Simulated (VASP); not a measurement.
# ScAl3 in VASP: a series of runs, part 2 of 3

VASP 6.6.1.

## (3) Single point, PBE

Contents of INCAR:

```
SYSTEM = ScAl3
PREC = Accurate ; ENCUT = 500
EDIFF = 1E-6 ; ISMEAR = -1
SIGMA = 0.05 ; LREAL = .False.
LASPH = .True. ; NELM = 120
ALGO = Normal ; ISIF = 2
LWAVE = .False. ; LCHARG = .True.
GGA = PE ; LELF = .True.
LVHAR = .True. ; NBANDS = 18
GGA_COMPAT = .False.
```

Contents of KPOINTS:

```
regular mesh
0
Gamma
  9 9 9
  0 0 0
```

Contents of POSCAR:

```
ScAl3
1.0
   -2.0127950000      2.0127950000      4.4231960000
    2.0127950000     -2.0127950000      4.4231960000
    2.0127950000      2.0127950000     -4.4231960000
Sc Al
1 3
Direct
    0.0000000000      0.0000000000      0.0000000000
    0.5000000000      0.5000000000      0.0000000000
    0.2500000000      0.7500000000      0.5000000000
    0.7500000000      0.2500000000      0.5000000000
```

Potentials or basis: VASP PAW PBE potentials, release 64 (Sc_sv, Al).

Command:

```sh
$ cat potpaw_PBE.64/Sc_sv/POTCAR potpaw_PBE.64/Al/POTCAR > POTCAR
$ mpirun -np 1 vasp_std > vasp.out
```

OUTCAR:

```text
SYSTEM = ScAl3
   PREC = Accurate
   ENCUT = 500
   EDIFF = 1E-6
   ISMEAR = -1
   LREAL = .False.
   LASPH = .True.
   NELM = 120
   ISIF = 2
   GGA = PE

 ion  position               nearest neighbor table
   1  0.000  0.000  0.000-   2 2.85   2 2.85   2 2.85   2 2.85   4 2.99   4 2.99   3 2.99   3 2.99
                             4 2.99   3 2.99   4 2.99   3 2.99
   2  0.500  0.500  0.000-   1 2.85   1 2.85   1 2.85   1 2.85   3 2.99   3 2.99   4 2.99   4 2.99
                             4 2.99   3 2.99   4 2.99   3 2.99
   3  0.250  0.750  0.500-   4 2.85   4 2.85   4 2.85   4 2.85   1 2.99   1 2.99   2 2.99   2 2.99
                             2 2.99   1 2.99   2 2.99   1 2.99
   4  0.750  0.250  0.500-   3 2.85   3 2.85   3 2.85   3 2.85   2 2.99   2 2.99   1 2.99   1 2.99
                             2 2.99   1 2.99   2 2.99   1 2.99

  LATTYP: Found a body centered tetragonal cell.
 ALAT       =     4.0255900000
 C/A-ratio  =     2.1975392427

  Lattice vectors:

 A1 = (  -2.0127950000,   2.0127950000,   4.4231960000)
 A2 = (   2.0127950000,  -2.0127950000,   4.4231960000)
 A3 = (   2.0127950000,   2.0127950000,  -4.4231960000)

Analysis of symmetry for initial positions (statically):
=====================================================================
 Subroutine PRICEL returns:
 Original cell was already a primitive cell.

 Routine SETGRP: Setting up the symmetry group for a
 body centered tetragonal supercell.

 Subroutine GETGRP returns: Found 16 space group operations
 (whereof 16 operations were pure point group operations)
 out of a pool of 16 trial point group operations.

The static configuration has the point symmetry D_4h.

Analysis of symmetry for dynamics (positions and initial velocities):
=====================================================================
 Subroutine PRICEL returns:
 Original cell was already a primitive cell.

 Routine SETGRP: Setting up the symmetry group for a
[... 128 lines left out ...]
   IMIX   =      4    mixing-type and parameters
     AMIX     =   0.40;   BMIX     =  1.00
     AMIX_MAG =   1.60;   BMIX_MAG =  1.00
  volume/ion in A,a.u.               =      17.92       120.93
  Fermi-wavevector in a.u.,A,eV,Ry     =   1.069760  2.021554 15.570327  1.144387
  Thomas-Fermi vector in A             =   2.205449
   LORBIT       =      0    0 simple, 1 ext, 2 COOP (PROOUT), +10 PAW based schemes
   GGA     = PE    functional components
   LHFCALC =     F    Hartree Fock is set to
   AEXX    =    0.0000 exact exchange contribution
   IVDW    =     0    specifies the selected vdW correction
   LEPSILON=     F    determine dielectric tensor
   LRPA    =     F    only Hartree local field effects (RPA)
 non-spin polarized calculation
  energy-cutoff  :      500.00
  volume of cell :       71.68
 maximum number of plane-waves:      1848
   NGX = 19   NGY = 19   NGZ = 19

 number of electron      19.9999999 magnetization

 Free energy of the ion-electron system (eV)
  ---------------------------------------------------
  ext. energy  EPLUGINS =         0.00000000
  ---------------------------------------------------
  free energy    TOTEN  =       -18.94857446 eV

  energy without entropy =      -18.93186627  energy(sigma->0) =      -18.94022037

 E-fermi :   6.4731     XC(G=0): -10.2360

 val. band max:        6.4720786136   @ k =   0.3333   0.3333   0.0000
 cond. band min:       6.4750463273   @ k =   0.3333   0.0000   0.0000
 fundamental gap:      0.0029677137
 Fermi energy:         6.4731101124

 k-point     1 :       0.0000    0.0000    0.0000
  band No.  band energies     occupation
      1     -42.4095      2.00000
      2     -21.0988      2.00000
      3     -21.0859      2.00000
      4     -21.0859      2.00000
      5      -2.9216      2.00000
      6       3.9253      2.00000
[... 481 lines left out ...]
      5       0.9741      2.00000
      6       1.6484      2.00000
[... 10 lines left out ...]
     17      10.7076      0.00000
     18      12.7287      0.00000

 [... further k-points ...]

------------------------ aborting loop because EDIFF is reached ----------------------------------------

  FORCE on cell =-STRESS in cart. coord.  units (eV):
  Direction    XX          YY          ZZ          XY          YZ          ZX
  --------------------------------------------------------------------------------------
  -------------------------------------------------------------------------------------
  Total       -0.1398812     -0.1398812     -0.1973063      0.0000000     -0.0000000      0.0000000
  in kB       -3.1266165     -3.1266165     -4.4101793      0.0000000     -0.0000000      0.0000000
  external PRESSURE =      -3.5544707 kB  Pullay stress =       0.0000000 kB

 VOLUME and BASIS-vectors are now :
 -----------------------------------------------------------------------------
  energy-cutoff  :      500.00
  volume of cell :       71.68
      direct lattice vectors                 reciprocal lattice vectors
    -2.012795000  2.012795000  4.423196000     0.000000000  0.248410792  0.113040435
     2.012795000 -2.012795000  4.423196000     0.248410792  0.000000000  0.113040435
     2.012795000  2.012795000 -4.423196000     0.248410792  0.248410792  0.000000000

 POSITION                                       TOTAL-FORCE (eV/Angst)
 -----------------------------------------------------------------------------------
      0.00000      0.00000      0.00000        -0.000000      0.000000     -0.000000
      0.00000      0.00000      4.42320        -0.000000      0.000000     -0.000000
      2.01279      0.00000      2.21160        -0.000000     -0.000000      0.000000
      0.00000      2.01279      2.21160         0.000000      0.000000      0.000000
 -----------------------------------------------------------------------------------
    total drift:                               -0.000000     -0.000000     -0.000000

  FREE ENERGIE OF THE ION-ELECTRON SYSTEM (eV)
  ---------------------------------------------------
  free  energy   TOTEN  =       -18.9485744613 eV

  energy  without entropy=      -18.9318662744  energy(sigma->0) =      -18.94022037
```

OSZICAR:

```text
N       E                     dE             d eps       ncg     rms          rms(c)
DAV:   1     0.103055229983E+03    0.10306E+03   -0.80330E+03  2716   0.966E+02
DAV:   2    -0.152769905321E+02   -0.11833E+03   -0.11547E+03  2704   0.283E+02
DAV:   3    -0.199402804448E+02   -0.46633E+01   -0.45010E+01  4104   0.537E+01
DAV:   4    -0.200622666323E+02   -0.12199E+00   -0.12159E+00  4248   0.883E+00
DAV:   5    -0.200644305453E+02   -0.21639E-02   -0.21636E-02  4056   0.104E+00    0.791E+00
DAV:   6    -0.190065731877E+02    0.10579E+01   -0.37902E+00  4122   0.202E+01    0.259E+00
DAV:   7    -0.189716122965E+02    0.34961E-01   -0.13107E-01  4066   0.270E+00    0.159E+00
DAV:   8    -0.189491540809E+02    0.22458E-01   -0.30648E-02  4312   0.150E+00    0.276E-01
DAV:   9    -0.189487470420E+02    0.40704E-03   -0.53107E-03  4138   0.760E-01    0.153E-01
DAV:  10    -0.189485977805E+02    0.14926E-03   -0.11728E-03  4212   0.359E-01    0.649E-02
DAV:  11    -0.189485926882E+02    0.50922E-05   -0.37755E-04  3932   0.206E-01    0.296E-02
DAV:  12    -0.189485758647E+02    0.16824E-04   -0.13447E-04  3886   0.126E-01    0.795E-03
DAV:  13    -0.189485744811E+02    0.13836E-05   -0.98605E-06  4042   0.323E-02    0.366E-03
DAV:  14    -0.189485744613E+02    0.19814E-07   -0.25323E-07  1750   0.328E-03
   1 F= -.18948574E+02 E0= -.18940220E+02  d E =-.167082E-01
```

Wall time 71 s (1 thread of Intel Xeon 6975P-C (Granite Rapids), shared host); peak memory 0.27 GiB.

Results:

| Quantity | Value |
| --- | --- |
| Free energy | -18.9486 eV |
| Pressure | -0.4 GPa |
| Band gap on the k mesh | zero (bands 10 and 11 overlap by 1.83 eV) |

## (4) Single point, PBE

This run uses another cell than the first one, of 18.28 Å³/atom.

Contents of INCAR:

```
  PREC = Accurate
  ENCUT = 500
  EDIFF = 1E-6
  ISMEAR = -1
  SIGMA = 0.05
  LREAL = False
  LASPH = True
  NELM = 120
  ALGO = Normal
  ISIF = 2
  LWAVE = False
  LCHARG = True
  GGA = PE
  LELF = True
  LVHAR = True
  NBANDS = 18
  GGA_COMPAT = False
```

Contents of KPOINTS:

```
regular mesh
0
Gamma
  9 9 9
```

Contents of POSCAR:

```
ScAl3
1.0
   -2.0261251567      2.0261251567      4.4524895424
    2.0261251567     -2.0261251567      4.4524895424
    2.0261251567      2.0261251567     -4.4524895424
Sc Al
1 3
Direct
    0.0000000000      0.0000000000      0.0000000000
    0.5000000000      0.5000000000      0.0000000000
    0.2500000000      0.7500000000      0.5000000000
    0.7500000000      0.2500000000      0.5000000000
```

Potentials or basis: VASP PAW PBE potentials, release 64 (Sc_sv, Al).

Command:

```sh
$ cat potpaw_PBE.64/Sc_sv/POTCAR potpaw_PBE.64/Al/POTCAR > POTCAR
$ mpirun -np 1 vasp_std > vasp.out
```

OUTCAR:

```text
PREC = Accurate
   ENCUT = 500
   EDIFF = 1E-6
   ISMEAR = -1
   LREAL = False
   LASPH = True
   NELM = 120
   ISIF = 2
   GGA = PE

 ion  position               nearest neighbor table
   1  0.000  0.000  0.000-   2 2.87   2 2.87   2 2.87   2 2.87   4 3.01   3 3.01   4 3.01   3 3.01
                             4 3.01   4 3.01   3 3.01   3 3.01
   2  0.500  0.500  0.000-   1 2.87   1 2.87   1 2.87   1 2.87   4 3.01   3 3.01   4 3.01   4 3.01
                             3 3.01   3 3.01   4 3.01   3 3.01
   3  0.250  0.750  0.500-   4 2.87   4 2.87   4 2.87   4 2.87   2 3.01   1 3.01   2 3.01   2 3.01
                             1 3.01   1 3.01   2 3.01   1 3.01
   4  0.750  0.250  0.500-   3 2.87   3 2.87   3 2.87   3 2.87   2 3.01   1 3.01   2 3.01   1 3.01
                             2 3.01   2 3.01   1 3.01   1 3.01

  LATTYP: Found a body centered tetragonal cell.
 ALAT       =     4.0522503134
 C/A-ratio  =     2.1975392427

  Lattice vectors:

 A1 = (  -2.0261251567,   2.0261251567,   4.4524895424)
 A2 = (   2.0261251567,  -2.0261251567,   4.4524895424)
 A3 = (   2.0261251567,   2.0261251567,  -4.4524895424)

Analysis of symmetry for initial positions (statically):
=====================================================================
 Subroutine PRICEL returns:
 Original cell was already a primitive cell.

 Routine SETGRP: Setting up the symmetry group for a
 body centered tetragonal supercell.

 Subroutine GETGRP returns: Found 16 space group operations
 (whereof 16 operations were pure point group operations)
 out of a pool of 16 trial point group operations.

The static configuration has the point symmetry D_4h.

Analysis of symmetry for dynamics (positions and initial velocities):
=====================================================================
 Subroutine PRICEL returns:
 Original cell was already a primitive cell.

 Routine SETGRP: Setting up the symmetry group for a
 body centered tetragonal supercell.

 Subroutine GETGRP returns: Found 16 space group operations
 (whereof 16 operations were pure point group operations)
 out of a pool of 16 trial point group operations.

The dynamic configuration has the point symmetry D_4h.

 Subroutine INISYM returns: Found 16 space group operations
 (whereof 16 operations are pure point group operations),
 and found     1 'primitive' translations

----------------------------------------------------------------------------------------

                                     Primitive cell

  volume of cell :      73.1131

  direct lattice vectors                    reciprocal lattice vectors
    -2.026125157  2.026125157  4.452489542     0.000000000  0.246776463  0.112296726
     2.026125157 -2.026125157  4.452489542     0.246776463  0.000000000  0.112296726
     2.026125157  2.026125157 -4.452489542     0.246776463  0.246776463  0.000000000

  length of vectors
     5.294811557  5.294811557  5.294811557     0.271125760  0.271125760  0.348994621

  position of ions in fractional coordinates (direct lattice)
     0.000000000  0.000000000  0.000000000
     0.500000000  0.500000000  0.000000000
     0.250000000  0.750000000  0.500000000
     0.750000000  0.250000000  0.500000000

  ion indices of the primitive-cell ions
   primitive index   ion index
                 1           1
[... 28 lines left out ...]
 Found     75 irreducible k-points:

 Following reciprocal coordinates:
            Coordinates               Weight
  0.000000  0.000000  0.000000      1.000000
  0.111111 -0.000000  0.000000      8.000000
  0.222222  0.000000  0.000000      8.000000
  0.333333 -0.000000  0.000000      8.000000
  0.444444  0.000000  0.000000      8.000000
  0.111111  0.111111  0.000000      8.000000
[... 16 lines left out ...]
 -0.333333  0.333333  0.000000      4.000000
  0.444444  0.444444  0.000000      8.000000
 [... further k-points ...]
   k-points           NKPTS =     75   k-points in BZ     NKDIM =     75   number of bands    NBANDS=     18
   number of dos      NEDOS =    301   number of ions     NIONS =      4
   total plane-waves  NPLWV =  64000
   dimension x,y,z NGX =    40 NGY =   40 NGZ =   40
   dimension x,y,z NGXF=    80 NGYF=   80 NGZF=   80
   ions per type =               1   3
   NGX,Y,Z   is equivalent  to a cutoff of  12.56, 12.56, 12.56 a.u.
   NGXF,Y,Z  is equivalent  to a cutoff of  25.12, 25.12, 25.12 a.u.
 SYSTEM =  unknown system
   PREC   = accura    normal or accurate (medium, high low for compatibility)
   ISTART =      0    job   : 0-new  1-cont  2-samecut
   ICHARG =      2    charge: 1-file 2-atom 10-const
   ISPIN  =      1    spin polarized calculation?
   LNONCOLLINEAR =      F non collinear calculations
   LSORBIT =      F    spin-orbit coupling
   LASPH  =      T    aspherical Exc in radial PAW
   ENCUT  =  500.0 eV  36.75 Ry    6.06 a.u.   9.65  9.65  9.65*2*pi/ulx,y,z
   NELM   =    120;   NELMIN=  2; NELMDL= -5     # of ELM steps
   EDIFF  = 0.1E-05   stopping-criterion for ELM
   LREAL  =      F    real-space projection
   EDIFFG = 0.1E-04   stopping-criterion for IOM
   NSW    =      0    number of steps for IOM
   IBRION =     -1    ionic relax: 0-MD 1-quasi-New 2-CG
   NFREE  =      0    steps in history (QN), initial steepest desc. (CG)
   ISIF   =      2    stress and relaxation
   ISYM   =      2    0-nonsym 1-usesym 2-fastsym
   POTIM  = 0.5000    time-step for ionic-motion
   TEBEG  =    0.0;   TEEND  =   0.0 temperature during run
   PSTRESS=    0.0 pullay stress
   NELECT =      20.0000    total number of electrons
   NUPDOWN=      -1.0000    fix difference up-down
   EMIN   =  10.00;   EMAX   =-10.00  energy-range for DOS
   EFERMI =   0.00;   METHOD = LEGACY
   ISMEAR =    -1;   SIGMA  =   0.05  broadening in eV -4-tet -1-fermi 0-gaus
   EFERMI_NEDOS =   21; number of points for ismear=-14 and -15
   IALGO  =     38    algorithm
   IMIX   =      4    mixing-type and parameters
     AMIX     =   0.40;   BMIX     =  1.00
     AMIX_MAG =   1.60;   BMIX_MAG =  1.00
  volume/ion in A,a.u.               =      18.28       123.35
  Fermi-wavevector in a.u.,A,eV,Ry     =   1.062722  2.008253 15.366122  1.129378
  Thomas-Fermi vector in A             =   2.198182
   LORBIT       =      0    0 simple, 1 ext, 2 COOP (PROOUT), +10 PAW based schemes
   GGA     = PE    functional components
   LHFCALC =     F    Hartree Fock is set to
   AEXX    =    0.0000 exact exchange contribution
   IVDW    =     0    specifies the selected vdW correction
   LEPSILON=     F    determine dielectric tensor
   LRPA    =     F    only Hartree local field effects (RPA)
 non-spin polarized calculation
  energy-cutoff  :      500.00
  volume of cell :       73.11
 maximum number of plane-waves:      1880
   NGX = 19   NGY = 19   NGZ = 19

 number of electron      20.0000000 magnetization

 Free energy of the ion-electron system (eV)
  ---------------------------------------------------
  ext. energy  EPLUGINS =         0.00000000
  ---------------------------------------------------
  free energy    TOTEN  =       -18.93872908 eV

  energy without entropy =      -18.92171219  energy(sigma->0) =      -18.93022063

 E-fermi :   6.3090     XC(G=0): -10.1608

 val. band max:        6.3067714527   @ k =   0.4444   0.1111   0.0000
 cond. band min:       6.3092982897   @ k =   0.3333  -0.0000   0.0000
 fundamental gap:      0.0025268371
 Fermi energy:         6.3089951554

 k-point     1 :       0.0000    0.0000    0.0000
  band No.  band energies     occupation
      1     -42.6495      2.00000
      2     -21.3312      2.00000
      3     -21.3196      2.00000
      4     -21.3196      2.00000
      5      -2.9908      2.00000
      6       3.7648      2.00000
[... 481 lines left out ...]
      5       0.8626      2.00000
      6       1.5054      2.00000
[... 10 lines left out ...]
     17      10.4410      0.00000
     18      12.3735      0.00000

 [... further k-points ...]

------------------------ aborting loop because EDIFF is reached ----------------------------------------

  FORCE on cell =-STRESS in cart. coord.  units (eV):
  Direction    XX          YY          ZZ          XY          YZ          ZX
  --------------------------------------------------------------------------------------
  -------------------------------------------------------------------------------------
  Total       -0.8732848     -0.8732848     -0.8630976      0.0000000      0.0000000      0.0000000
  in kB      -19.1368759    -19.1368759    -18.9136372      0.0000000      0.0000000      0.0000000
  external PRESSURE =     -19.0624630 kB  Pullay stress =       0.0000000 kB

 VOLUME and BASIS-vectors are now :
 -----------------------------------------------------------------------------
  energy-cutoff  :      500.00
  volume of cell :       73.11
      direct lattice vectors                 reciprocal lattice vectors
    -2.026125157  2.026125157  4.452489542     0.000000000  0.246776463  0.112296726
     2.026125157 -2.026125157  4.452489542     0.246776463  0.000000000  0.112296726
     2.026125157  2.026125157 -4.452489542     0.246776463  0.246776463  0.000000000

 POSITION                                       TOTAL-FORCE (eV/Angst)
 -----------------------------------------------------------------------------------
      0.00000      0.00000      0.00000         0.000000      0.000000      0.000000
      0.00000      0.00000      4.45249         0.000000      0.000000      0.000000
      2.02613      0.00000      2.22624        -0.000000      0.000000     -0.000000
      0.00000      2.02613      2.22624         0.000000     -0.000000      0.000000
 -----------------------------------------------------------------------------------
    total drift:                               -0.000000     -0.000000     -0.000000

  FREE ENERGIE OF THE ION-ELECTRON SYSTEM (eV)
  ---------------------------------------------------
  free  energy   TOTEN  =       -18.9387290809 eV

  energy  without entropy=      -18.9217121879  energy(sigma->0) =      -18.93022063
```

OSZICAR:

```text
N       E                     dE             d eps       ncg     rms          rms(c)
DAV:   1     0.102266031616E+03    0.10227E+03   -0.79990E+03  2708   0.965E+02
DAV:   2    -0.154808069921E+02   -0.11775E+03   -0.11494E+03  2702   0.282E+02
DAV:   3    -0.199573435571E+02   -0.44765E+01   -0.43084E+01  4064   0.530E+01
DAV:   4    -0.200761509132E+02   -0.11881E+00   -0.11853E+00  4160   0.907E+00
DAV:   5    -0.200789872952E+02   -0.28364E-02   -0.28361E-02  4144   0.122E+00    0.769E+00
DAV:   6    -0.189960663762E+02    0.10829E+01   -0.39057E+00  4134   0.203E+01    0.248E+00
DAV:   7    -0.189621310582E+02    0.33935E-01   -0.14318E-01  4106   0.282E+00    0.154E+00
DAV:   8    -0.189393358311E+02    0.22795E-01   -0.31955E-02  4330   0.153E+00    0.277E-01
DAV:   9    -0.189389134679E+02    0.42236E-03   -0.57090E-03  4170   0.784E-01    0.151E-01
DAV:  10    -0.189387569283E+02    0.15654E-03   -0.13395E-03  4226   0.378E-01    0.654E-02
DAV:  11    -0.189387521585E+02    0.47698E-05   -0.46714E-04  3986   0.227E-01    0.322E-02
DAV:  12    -0.189387304514E+02    0.21707E-04   -0.16384E-04  3894   0.137E-01    0.814E-03
DAV:  13    -0.189387290886E+02    0.13628E-05   -0.10506E-05  4174   0.326E-02    0.412E-03
DAV:  14    -0.189387290809E+02    0.76905E-08   -0.24358E-07  1754   0.337E-03
   1 F= -.18938729E+02 E0= -.18930221E+02  d E =-.170169E-01
```

Run time: 70 s. Hardware: 1 thread of Intel Xeon 6975P-C (Granite Rapids), shared host; peak memory 0.28 GiB.

What came out:

| Property | Result |
| --- | --- |
| Free energy | -18.9387 eV |
| Pressure | -1.9 GPa |
| Band gap on the k mesh | zero (bands 10 and 11 overlap by 1.82 eV) |

[end of part 2 of 3]
